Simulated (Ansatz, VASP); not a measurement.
# Cr2O3 in VASP and in Ansatz

Contents of INCAR:

```
SYSTEM = Cr2O3
PREC = Accurate
ENCUT = 520
EDIFF = 1E-6
ISMEAR = -1
SIGMA = 0.05
LREAL = .False.
LASPH = .True.
NELM = 80
ALGO = Normal
ISIF = 2
LWAVE = .False.
LCHARG = .False.
GGA = PS
NBANDS = 53
```

The input KPOINTS:

```
Automatic mesh
0
Gamma
  7 7 7
  0 0 0
```

POSCAR

```
Cr2O3
1.0
    2.4785000000      1.4309626422      4.5307666667
   -2.4785000000      1.4309626422      4.5307666667
    0.0000000000     -2.8619252844      4.5307666667
Cr O
4 6
Direct
    0.3474800000      0.3474800000      0.3474800000
    0.1525200000      0.1525200000      0.1525200000
    0.6525200000      0.6525200000      0.6525200000
    0.8474800000      0.8474800000      0.8474800000
    0.5558000000      0.2500000000      0.9442000000
    0.2500000000      0.9442000000      0.5558000000
    0.9442000000      0.5558000000      0.2500000000
    0.4442000000      0.7500000000      0.0558000000
    0.7500000000      0.0558000000      0.4442000000
    0.0558000000      0.4442000000      0.7500000000
```

The input input.yaml:

```yaml
crystal:
  lattice:
    - [2.4785, 1.4309626422, 4.5307666667]
    - [-2.4785, 1.4309626422, 4.5307666667]
    - [0.0, -2.8619252844, 4.5307666667]
  atoms:
    - { symbol: Cr, position: [0.34748, 0.34748, 0.34748] }
    - { symbol: Cr, position: [0.15252, 0.15252, 0.15252] }
    - { symbol: Cr, position: [0.65252, 0.65252, 0.65252] }
    - { symbol: Cr, position: [0.84748, 0.84748, 0.84748] }
    - { symbol: O, position: [0.5558, 0.25, 0.9442] }
    - { symbol: O, position: [0.25, 0.9442, 0.5558] }
    - { symbol: O, position: [0.9442, 0.5558, 0.25] }
    - { symbol: O, position: [0.4442, 0.75, 0.0558] }
    - { symbol: O, position: [0.75, 0.0558, 0.4442] }
    - { symbol: O, position: [0.0558, 0.4442, 0.75] }
hamiltonian:
  xc: pbesol
  pseudopotentials: { kind: paw }
kpoints:
  mp_grid: { grid: [7, 7, 7] }
scf:
  occupations: { method: fermi_dirac, width: 0.05 }
output:
  forces: true
  stress: true
  eigenvalues: true
  write_density: true
  write_potential: true
  elf: true
  volumetric_format: npy
```

Alike in both runs: task single point; functional PBEsol; k mesh 7 × 7 × 7; occupations fermi-dirac, width 0.05 eV; no spin polarisation.

|  | VASP | Ansatz |
| --- | --- | --- |
| version | VASP 6.6.1 | Ansatz 0.2.0 |
| potentials or method | VASP PAW PBE potentials, release 64 (Cr_pv, O) | Ansatz PAW |
| plane-wave cutoff (eV) | 520 | 420 |
| valence electrons in the cell | 84 | 92 |

VASP gave:

| Quantity | Value |
| --- | --- |
| gap on the k mesh at the Fermi level (eV) | none |
| pressure (GPa) | -18.6 |
| traceless stress, the component that is largest in VASP (GPa) | 8.22 |
| rms of the force components (eV/Å) | 0.599 |

Task: Which values does Ansatz return?

Result: gap on the k mesh at the Fermi level (eV): none; pressure (GPa): -19.0; traceless stress, the component that is largest in VASP (GPa): 8.29; rms of the force components (eV/Å): 0.604.

VASP's potentials were made for PBE, not for PBEsol. Atom by atom the forces differ by 0.013 eV/Å (rms over components). A gap of «none» marks a metal or a gap that the smearing closes. VASP's potentials hold 84 valence electrons a cell and Ansatz's 92, so a difference there can come from the potentials and not from the codes.
